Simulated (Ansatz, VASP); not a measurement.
**Zr3Si2 in VASP and in Ansatz**

```xyz
10
Lattice="7.0656 0.0000 0.0000 0.0000 7.0656 0.0000 0.0000 0.0000 3.6445" Properties=species:S:1:pos:R:3 pbc="T T T"
Zr    1.2328    4.7656    1.8222
Zr    5.8328    2.3000    1.8222
Zr    2.3000    1.2328    1.8222
Zr    4.7656    5.8328    1.8222
Zr    0.0000    0.0000    0.0000
Zr    3.5328    3.5328    0.0000
Si    4.3975    0.8648    0.0250
Si    2.6680    6.2008    0.0250
Si    6.2008    4.3975    0.0250
Si    0.8648    2.6680    0.0250
```

Change from the starting cell: all Si atoms moved +0.025 Å, as atom 7 along Cartesian [0 0 1].

Alike in both runs: task single point; functional PBEsol; k mesh 6 × 6 × 12; occupations gaussian, width 0.15 eV; no spin polarisation.

|  | VASP | Ansatz |
| --- | --- | --- |
| version | VASP 6.6.1 | Ansatz 0.2.0 |
| potentials or method | VASP PAW PBE potentials, release 64 (Zr_sv, Si), cutoff 520 eV | scalar-relativistic, plane waves, PAW |
| valence electrons in the cell | 88 | 88 |

```csv
,VASP,Ansatz,Ansatz less VASP
gap on the k mesh at the Fermi level (eV),none,none,-
pressure (GPa),0.2,0.1,-0.17
"traceless stress, the component that is largest in VASP (GPa)",0.13,0.14,+0.008
rms of the force components (eV/Å),0.105,0.104,-0.0005
```

VASP's potentials were made for PBE, not for PBEsol. Atom by atom the forces differ by 0.002 eV/Å (rms over components). A gap of «none» marks a metal or a gap that the smearing closes.
